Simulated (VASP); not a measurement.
# Al16N15 (a cell with a defect) in VASP: notebook

Al16N15 (a cell with a defect) is run at these levels: PBE; tasks: single point.

Program: VASP 6.6.1. These are calculated values, not measurements. Logs are shortened: lines on timing, memory, paths and dates and some standing lists are left out, and cuts for length are marked.

## (1) The cell of the first run

The cell holds a defect, 31 atoms: a = 6.260 Å, b = 6.260 Å, c = 10.035 Å, α = 90.00°, β = 90.00°, γ = 120.00°.

## (2) Single point, PBE

INCAR

```
SYSTEM = Al16N15
ALGO = Normal ; EDIFF = 1E-6
ENCUT = 520 ; GGA = PE
GGA_COMPAT = .FALSE. ; ISIF = 2
ISMEAR = -1 ; LASPH = .TRUE.
LCHARG = .FALSE. ; LREAL = Auto
LWAVE = .FALSE. ; NBANDS = 82
NELECT = 122.0 ; NELM = 120
PREC = Accurate ; SIGMA = 0.01
```

KPOINTS

```
k-points
0
G
  1 1 1
  0 0 0
```

POSCAR

```
Al16N15
1.0
    6.2595139128      0.0000000578      0.0000000000
   -3.1297570064      5.4208980350      0.0000000000
    0.0000000000      0.0000000000     10.0348065929
Al N
16 15
Direct
    0.3318147562      0.1660143384      0.2501706644
    0.1677252509      0.3305260850      0.5015037561
    0.3322810991      0.1667242133      0.7500036903
    0.1656467325      0.3327382971      0.9990955619
    0.3321296592      0.6630661403      0.2484756465
    0.1730148360      0.8358269369      0.4998630336
    0.3308613743      0.6643248297      0.7502446480
    0.1657025581      0.8334015317      0.9994121870
    0.8354209900      0.1666410569      0.2486189376
    0.6626901848      0.3258169254      0.4999362503
    0.8339169833      0.1669022355      0.7501897276
    0.6649623053      0.3325233586      0.9994597481
    0.8324045852      0.6658281272      0.2416395098
    0.6631511292      0.8346548191      0.5010903805
    0.8325304464      0.6660924117      0.7506126348
    0.6651541189      0.8334596156      0.9987158918
    0.3337460985      0.1645041409      0.4400861663
    0.1676521484      0.3307297291      0.1893758101
    0.3314869409      0.1669282216      0.9397585022
    0.1669737434      0.3313186287      0.6898277638
    0.3310193509      0.6632845950      0.4387478898
    0.1669698233      0.8309529336      0.1926829807
    0.3308122171      0.6680442525      0.9399540312
    0.1652072993      0.8311881221      0.6874448396
    0.8347499713      0.1670118493      0.4389379795
    0.6663703351      0.3308314252      0.1925853951
    0.8304730255      0.1677188305      0.9398980466
    0.6683068860      0.3338433985      0.6876174516
    0.6675299990      0.8321003293      0.1909454873
    0.8310034307      0.6673860776      0.9406573251
    0.6666207397      0.8303786609      0.6886682984
```

Potentials or basis: VASP PAW PBE potentials, release 64 (Al, N).

The run is started by

```console
cat potpaw_PBE.64/Al/POTCAR potpaw_PBE.64/N/POTCAR > POTCAR
mpirun -np 1 vasp_gam > vasp.out
```

OUTCAR:

```text
SYSTEM = Al16N15
   EDIFF = 1E-6
   ENCUT = 520
   GGA = PE
   ISIF = 2
   ISMEAR = -1
   LASPH = .TRUE.
   LREAL = Auto
   NELECT = 122.0
   NELM = 120
   PREC = Accurate

 ion  position               nearest neighbor table
   1  0.332  0.166  0.250-  18 1.88  26 1.90  22 1.91  17 1.91   6 3.08  10 3.08   2 3.09   8 3.10
                            12 3.10   4 3.10   9 3.11   5 3.11  13 3.13  13 3.13   5 3.15   9 3.15
   2  0.168  0.331  0.502-  20 1.89  17 1.90  21 1.91  25 1.91   3 3.06  11 3.08   7 3.08   1 3.09
                             9 3.11  10 3.11   6 3.11   5 3.11  14 3.13  14 3.13   6 3.15  10 3.15
   3  0.332  0.167  0.750-  20 1.89  19 1.90  24 1.92  28 1.93   2 3.06   4 3.08  10 3.08  12 3.09
                             6 3.09   8 3.09   7 3.12  11 3.12  15 3.13  15 3.13  11 3.14   7 3.14
   4  0.166  0.333  0.999-  19 1.89  18 1.91  27 1.91  23 1.91   7 3.08   5 3.08  11 3.08   9 3.08
                             3 3.08   1 3.10   8 3.13  12 3.13  16 3.13  16 3.13  12 3.13   8 3.13
   5  0.332  0.663  0.248-  22 1.89  18 1.90  29 1.91  21 1.91   4 3.08  16 3.09   8 3.10   6 3.10
                            14 3.11   9 3.11   1 3.11   2 3.11  13 3.12  13 3.14   1 3.15   9 3.15
   6  0.173  0.836  0.500-  17 1.88  24 1.88  21 1.89  10 3.07  14 3.07   1 3.08   7 3.08   3 3.09
                             5 3.10   2 3.11  15 3.12   2 3.15  13 3.18  14 3.19  10 3.19
   7  0.331  0.664  0.750-  23 1.90  20 1.90  24 1.91  31 1.92   4 3.08  14 3.08  16 3.08   6 3.08
                             2 3.08   8 3.09  11 3.11   3 3.12  15 3.12  15 3.13   3 3.14  11 3.15
   8  0.166  0.833  0.999-  23 1.89  19 1.90  30 1.91  22 1.94  13 3.03  15 3.08   3 3.09   7 3.09
                             5 3.10   1 3.10  12 3.12   4 3.13  16 3.13  16 3.13   4 3.13  12 3.13
   9  0.835  0.167  0.249-  26 1.89  18 1.90  29 1.90  25 1.91   4 3.08  16 3.09  12 3.09  10 3.10
[... 16 lines left out ...]
  18  0.168  0.331  0.189-   1 1.88   9 1.90   5 1.90   4 1.91
  19  0.331  0.167  0.940-   4 1.89   3 1.90  12 1.90   8 1.90
  20  0.167  0.331  0.690-   3 1.89   2 1.89   7 1.90  11 1.90
  21  0.331  0.663  0.439-   6 1.89  14 1.91   5 1.91   2 1.91
  22  0.167  0.831  0.193-  13 1.88   5 1.89   1 1.91   8 1.94
  23  0.331  0.668  0.940-   8 1.89   7 1.90  16 1.91   4 1.91
  24  0.165  0.831  0.687-   6 1.88   7 1.91  15 1.91   3 1.92
  25  0.835  0.167  0.439-  10 1.90  14 1.91   9 1.91   2 1.91
  26  0.666  0.331  0.193-  13 1.88   9 1.89   1 1.90  12 1.94
  27  0.830  0.168  0.940-  12 1.89  11 1.90  16 1.91   4 1.91
  28  0.668  0.334  0.688-  10 1.88  15 1.91  11 1.91   3 1.93
  29  0.668  0.832  0.191-  13 1.87   9 1.90   5 1.91  16 1.93
  30  0.831  0.667  0.941-  16 1.89  15 1.91   8 1.91  12 1.91
  31  0.667  0.830  0.689-  14 1.88  15 1.89   7 1.92  11 1.93

  LATTYP: Found a hexagonal cell.
 ALAT       =     6.2595139128
 C/A-ratio  =     1.6031287306

  Lattice vectors:

 A1 = (   6.2595139128,   0.0000000578,   0.0000000000)
 A2 = (  -3.1297570064,   5.4208980350,   0.0000000000)
 A3 = (   0.0000000000,   0.0000000000,  10.0348065929)

Analysis of symmetry for initial positions (statically):
=====================================================================
 Subroutine PRICEL returns:
 Original cell was already a primitive cell.

 Routine SETGRP: Setting up the symmetry group for a
 hexagonal supercell.

 Subroutine GETGRP returns: Found  1 space group operations
 (whereof  1 operations were pure point group operations)
 out of a pool of 24 trial point group operations.

The static configuration has the point symmetry C_1 .

Analysis of symmetry for dynamics (positions and initial velocities):
=====================================================================
 Subroutine PRICEL returns:
 Original cell was already a primitive cell.

 Routine SETGRP: Setting up the symmetry group for a
 hexagonal supercell.

 Subroutine GETGRP returns: Found  1 space group operations
 (whereof  1 operations were pure point group operations)
[... 45 lines left out ...]
   TEBEG  =    0.0;   TEEND  =   0.0 temperature during run
   PSTRESS=    0.0 pullay stress
   NELECT =     122.0000    total number of electrons
   NUPDOWN=      -1.0000    fix difference up-down
   EMIN   =  10.00;   EMAX   =-10.00  energy-range for DOS
   EFERMI =   0.00;   METHOD = LEGACY
   ISMEAR =    -1;   SIGMA  =   0.01  broadening in eV -4-tet -1-fermi 0-gaus
   EFERMI_NEDOS =   21; number of points for ismear=-14 and -15
   IALGO  =     38    algorithm
   IMIX   =      4    mixing-type and parameters
     AMIX     =   0.40;   BMIX     =  1.00
     AMIX_MAG =   1.60;   BMIX_MAG =  1.00
  volume/ion in A,a.u.               =      10.98        74.12
  Fermi-wavevector in a.u.,A,eV,Ry     =   1.162754  2.197286 18.395032  1.351997
  Thomas-Fermi vector in A             =   2.299311
   LORBIT       =      0    0 simple, 1 ext, 2 COOP (PROOUT), +10 PAW based schemes
   GGA     = PE    functional components
   LHFCALC =     F    Hartree Fock is set to
   AEXX    =    0.0000 exact exchange contribution
   IVDW    =     0    specifies the selected vdW correction
   LEPSILON=     F    determine dielectric tensor
   LRPA    =     F    only Hartree local field effects (RPA)
 non-spin polarized calculation
  energy-cutoff  :      520.00
  volume of cell :      340.50
 maximum number of plane-waves:      4582
 NGX is ok and might be reduce to    48
   NGX = 23   NGY = 23   NGZ = 37

 number of electron     121.9999995 magnetization

 Free energy of the ion-electron system (eV)
  ---------------------------------------------------
  ext. energy  EPLUGINS =         0.00000000
  ---------------------------------------------------
  free energy    TOTEN  =      -225.95383087 eV

  energy without entropy =     -225.95383087  energy(sigma->0) =     -225.95383087

 E-fermi :   6.1770     XC(G=0): -10.6398

 val. band max:        5.9043702775   @ k =   0.0000   0.0000   0.0000
 cond. band min:       9.6505166501   @ k =   0.0000   0.0000   0.0000
 fundamental gap:      3.7461463726
 Fermi energy:         6.1769957117

 k-point     1 :       0.0000    0.0000    0.0000
  band No.  band energies     occupation
      1      -9.0126      2.00000
      2      -8.1782      2.00000
      3      -8.1464      2.00000
      4      -7.3738      2.00000
      5      -7.3033      2.00000
      6      -7.0112      2.00000
[... 65 lines left out ...]
     72      11.6988      0.00000
     73      11.7313      0.00000
 [bands above 73 left out]

------------------------ aborting loop because EDIFF is reached ----------------------------------------

  FORCE on cell =-STRESS in cart. coord.  units (eV):
  Direction    XX          YY          ZZ          XY          YZ          ZX
  --------------------------------------------------------------------------------------
  -------------------------------------------------------------------------------------
  Total       -2.4538334     -3.4982561    -22.2127620     -0.8844867     -0.0607296      0.1308278
  in kB      -11.5460865    -16.4604356   -104.5182885     -4.1617983     -0.2857525      0.6155876
  external PRESSURE =     -44.1749368 kB  Pullay stress =       0.0000000 kB

 VOLUME and BASIS-vectors are now :
 -----------------------------------------------------------------------------
  energy-cutoff  :      520.00
  volume of cell :      340.50
      direct lattice vectors                 reciprocal lattice vectors
     6.259513913  0.000000058  0.000000000     0.159756813  0.092235641  0.000000000
    -3.129757006  5.420898035  0.000000000    -0.000000002  0.184471279  0.000000000
     0.000000000  0.000000000 10.034806593     0.000000000  0.000000000  0.099653141

 POSITION                                       TOTAL-FORCE (eV/Angst)
 -----------------------------------------------------------------------------------
      1.55741      0.89995      2.51041         0.141548     -0.086207     -0.751530
      0.01541      1.79175      5.03249        -0.226817      0.120838     -0.333103
      1.55811      0.90379      7.52614         0.166857     -0.095729     -0.381093
     -0.00452      1.80374     10.02573        -0.105508      0.063959     -0.418192
      0.00373      3.59441      2.49341         0.097136     -0.019646     -0.554726
     -1.53295      4.53093      5.01603         0.294008     -0.086734      0.216588
[... 23 lines left out ...]
      3.11292      3.61783      9.43931         0.166387     -0.094617      0.467854
      1.57384      4.50140      6.91065        -0.085193      0.102418      0.404574
 -----------------------------------------------------------------------------------
    total drift:                               -0.008229      0.000334      0.024875

  FREE ENERGIE OF THE ION-ELECTRON SYSTEM (eV)
  ---------------------------------------------------
  free  energy   TOTEN  =      -225.9538308731 eV

  energy  without entropy=     -225.9538308731  energy(sigma->0) =     -225.95383087
```

It took 53 s on 1 thread of Intel Xeon Platinum 8559C (Emerald Rapids), shared host; peak memory 0.4 GiB.

Results:

- Free energy: -225.9538 eV
- Largest force: 0.808 eV/Å

Forces in eV/Å, atoms in the order of the input:
```
Al   0.142 -0.086 -0.752
Al  -0.227  0.121 -0.333
Al   0.167 -0.096 -0.381
Al  -0.106  0.064 -0.418
Al   0.097 -0.020 -0.555
Al   0.294 -0.087  0.217
Al   0.099  0.016 -0.424
Al  -0.080  0.068 -0.406
Al   0.056 -0.067 -0.552
Al   0.234 -0.232  0.213
Al   0.029 -0.080 -0.430
Al  -0.111  0.046 -0.420
Al   0.154 -0.106 -0.786
Al  -0.339  0.209  0.010
Al   0.114 -0.064 -0.339
Al  -0.121  0.069 -0.434
N   -0.528  0.317  0.110
N   -0.152  0.096  0.465
N    0.269 -0.158  0.473
N   -0.137  0.071  0.451
N    0.179 -0.362  0.283
N   -0.307  0.013  0.284
N    0.193  0.010  0.488
N   -0.166  0.035  0.469
N    0.403  0.040  0.278
N   -0.119  0.298  0.300
N    0.092 -0.187  0.481
N   -0.148  0.087  0.446
N   -0.060 -0.025  0.389
N    0.166 -0.095  0.468
N   -0.085  0.102  0.405
```

Caveat: the k points lie up to 1.16 Å⁻¹ apart, too coarse for converged energies, forces and pressures; the cell carries a net charge on a neutralising background, which shifts energy and pressure; the cell is charged against a uniform background, so pressure and absolute levels hang on convention.

## (3) Single point, PBE

INCAR

```
SYSTEM = Al16N15
ALGO = Normal
EDIFF = 1E-6
ENCUT = 520
GGA = PE
GGA_COMPAT = .False.
ISIF = 2
ISMEAR = -1
LASPH = .True.
LCHARG = .True.
LELF = .True.
LREAL = Auto
LVHAR = .True.
LWAVE = .False.
NBANDS = 82
NELECT = 120.0
NELM = 120
PREC = Accurate
SIGMA = 0.01
```

KPOINTS

```
k-points
0
Gamma
  1 1 1
  0 0 0
```

POSCAR

```
Al16N15
1.0
    6.2595139128      0.0000000578      0.0000000000
   -3.1297570064      5.4208980350      0.0000000000
    0.0000000000      0.0000000000     10.0348065929
Al N
16 15
Direct
    0.3323240368      0.1680794070      0.2467897849
    0.1669687829      0.3333756877      0.5046737038
    0.3307053144      0.1700530033      0.7541849980
    0.1666154482      0.3337698698      1.0019489166
    0.3325872029      0.6640083703      0.2467397213
    0.2094925750      0.8554166329      0.5102959116
    0.3301101335      0.6591172269      0.7539620822
    0.1783811002      0.8402435574      0.9979705991
    0.8366112711      0.1679463157      0.2468252511
    0.6451348680      0.2909549128      0.5101905763
    0.8410672843      0.1702230284      0.7538453557
    0.6606340100      0.3224566868      0.9977198111
    0.8343046583      0.6666289210      0.1905952270
    0.6462028116      0.8539027250      0.5111692290
    0.8339182835      0.6660964378      0.7588419820
    0.6617868128      0.8390887065      0.9976190200
    0.3317935450      0.1684049607      0.4398325198
    0.1680302899      0.3324423051      0.1916729314
    0.3315004952      0.1692027183      0.9402764485
    0.1683886706      0.3319716511      0.6900877407
    0.3311316526      0.6651155642      0.4398815691
    0.1729335240      0.8350441464      0.1921084055
    0.3317144424      0.6672414399      0.9400385671
    0.1639669710      0.8299159396      0.6904876691
    0.8351243466      0.1689321422      0.4399281529
    0.6654888933      0.3277303031      0.1922206344
    0.8334282655      0.1687758481      0.9398094253
    0.6705339061      0.3361194627      0.6903642618
    0.6663822305      0.8344991090      0.1918110319
    0.8326550223      0.6680723841      0.9515459844
    0.6703175253      0.8290910025      0.6910269748
```

Potentials or basis: VASP PAW PBE potentials, release 64 (Al, N).

The run is started by

```console
cat potpaw_PBE.64/Al/POTCAR potpaw_PBE.64/N/POTCAR > POTCAR
mpirun -np 1 vasp_gam > vasp.out
```

It took 60 s on 1 thread of Intel Xeon Platinum 8559C (Emerald Rapids), shared host; peak memory 0.39 GiB.

Results (log left out):

```yaml
Free_energy: -237.5771 eV
Largest_force: 0.933 eV/Å
```

Forces in eV/Å, atoms in the order of the input:
```
Al   0.280 -0.146 -0.134
Al  -0.105  0.057 -0.533
Al   0.059 -0.064 -0.551
Al  -0.145  0.100 -0.762
Al   0.137  0.117 -0.125
Al  -0.186 -0.126 -0.495
Al   0.058 -0.075 -0.530
Al  -0.273 -0.081 -0.365
Al  -0.052 -0.162 -0.127
Al  -0.002  0.215 -0.509
Al   0.126 -0.045 -0.538
Al  -0.077  0.269 -0.316
Al   0.155 -0.120 -0.027
Al   0.026 -0.020 -0.674
Al   0.136 -0.056 -0.713
Al   0.001 -0.023 -0.355
N    0.169 -0.080  0.351
N   -0.191  0.113  0.564
N    0.290 -0.161  0.412
N   -0.174  0.095  0.659
N    0.221  0.098  0.388
N   -0.466 -0.097 -0.090
N    0.220 -0.006  0.434
N   -0.146  0.094  0.811
N    0.036 -0.235  0.394
N   -0.134  0.461 -0.097
N    0.097 -0.174  0.446
N   -0.165  0.095  0.820
N    0.055 -0.046 -0.001
N    0.179 -0.106  0.909
N   -0.128  0.109  0.751
```

Levels at points of the mesh, in eV from the Fermi level:
```csv
k point,band 57,band 58,band 59,band 60,band 61,band 62,band 63,band 64
"(0.00, 0.00, 0.00)",-0.47,-0.32,-0.18,-0.16,0.15,3.14,4.48,4.94
```

Caveat: the k points lie up to 1.16 Å⁻¹ apart, too coarse for converged energies, forces and pressures; the cell carries a net charge on a neutralising background, which shifts energy and pressure; the cell is charged against a uniform background, so pressure and absolute levels hang on convention.

## (4) Single point, PBE

INCAR

```
ALGO = Normal
EDIFF = 1E-6
ENCUT = 520
GGA = PE
GGA_COMPAT = F
ISIF = 2
ISMEAR = 0
LASPH = T
LCHARG = F
LREAL = Auto
LWAVE = F
NBANDS = 82
NELECT = 122.0
NELM = 120
PREC = Accurate
SIGMA = 0.01
```

KPOINTS

```
Automatic mesh
0
Gamma
  1 1 1
  0.25 0.25 0.25
```

POSCAR

```
Al16N15
1.0
    6.2595139092      0.0000000618      0.0000000000
   -3.1297570081      5.4208980298      0.0000000000
    0.0000000000      0.0000000000     10.0348065900
Al N
16 15
Direct
    0.3318147562      0.1660143384      0.2501706644
    0.1677252509      0.3305260850      0.5015037561
    0.3322810991      0.1667242133      0.7500036903
    0.1656467325      0.3327382971      0.9990955619
    0.3321296592      0.6630661403      0.2484756465
    0.1730148360      0.8358269369      0.4998630336
    0.3308613743      0.6643248297      0.7502446480
    0.1657025581      0.8334015317      0.9994121870
    0.8354209900      0.1666410569      0.2486189376
    0.6626901848      0.3258169254      0.4999362503
    0.8339169833      0.1669022355      0.7501897276
    0.6649623053      0.3325233586      0.9994597481
    0.8324045852      0.6658281272      0.2416395098
    0.6631511292      0.8346548191      0.5010903805
    0.8325304464      0.6660924117      0.7506126348
    0.6651541189      0.8334596156      0.9987158918
    0.3337460985      0.1645041409      0.4400861663
    0.1676521484      0.3307297291      0.1893758101
    0.3314869409      0.1669282216      0.9397585022
    0.1669737434      0.3313186287      0.6898277638
    0.3310193509      0.6632845950      0.4387478898
    0.1669698233      0.8309529336      0.1926829807
    0.3308122171      0.6680442525      0.9399540312
    0.1652072993      0.8311881221      0.6874448396
    0.8347499713      0.1670118493      0.4389379795
    0.6663703351      0.3308314252      0.1925853951
    0.8304730255      0.1677188305      0.9398980466
    0.6683068860      0.3338433985      0.6876174516
    0.6675299990      0.8321003293      0.1909454873
    0.8310034307      0.6673860776      0.9406573251
    0.6666207397      0.8303786609      0.6886682984
```

The run is started by

```console
cat potpaw_PBE.64/Al/POTCAR potpaw_PBE.64/N/POTCAR > POTCAR
mpirun -np 1 vasp_std > vasp.out
```

Run time: 4.3 min. Hardware: 1 thread of Intel Xeon Platinum 8559C (Emerald Rapids), shared host; peak memory 0.46 GiB.

The run converged. Its results:

| Item | Value |
| --- | --- |
| Free energy | -235.6491 eV |
| Largest force | 0.263 eV/Å |

Forces in eV/Å, atoms in the order of the input:
```
Al   0.102 -0.067 -0.130
Al  -0.232  0.125  0.004
Al   0.111 -0.059  0.032
Al  -0.111  0.067  0.005
Al   0.110 -0.063  0.060
Al   0.048 -0.215  0.080
Al   0.094 -0.065 -0.003
Al  -0.105  0.060  0.026
Al   0.097 -0.045  0.066
Al   0.217  0.049  0.076
Al   0.100 -0.048 -0.011
Al  -0.114  0.072  0.012
Al   0.135 -0.100 -0.001
Al  -0.097  0.070 -0.128
Al   0.117 -0.060  0.009
Al  -0.111  0.062 -0.018
N   -0.132  0.088 -0.151
N   -0.152  0.091  0.005
N    0.170 -0.099 -0.005
N   -0.142  0.080 -0.010
N    0.179  0.068  0.062
N   -0.145  0.113 -0.065
N    0.184 -0.097 -0.004
N   -0.138  0.047  0.041
N    0.030 -0.177  0.053
N   -0.111  0.113 -0.045
N    0.179 -0.124 -0.008
N   -0.156  0.048  0.013
N   -0.200  0.048  0.103
N    0.168 -0.098 -0.007
N   -0.096  0.118 -0.059
```

Levels at points of the mesh, in eV from the Fermi level:
| k point | band 58 | band 59 | band 60 | band 61 | band 62 | band 63 | band 64 | band 65 |
| --- | --- | --- | --- | --- | --- | --- | --- | --- |
| (0.25, 0.25, 0.25) | -1.24 | -1.14 | -0.97 | -0.09 | 2.92 | 3.52 | 3.70 | 5.04 |

Caveat: the k points lie up to 0.58 Å⁻¹ apart; the cell carries a net charge on a neutralising background, which shifts energy and pressure; the cell is charged against a uniform background, so pressure and absolute levels hang on convention.
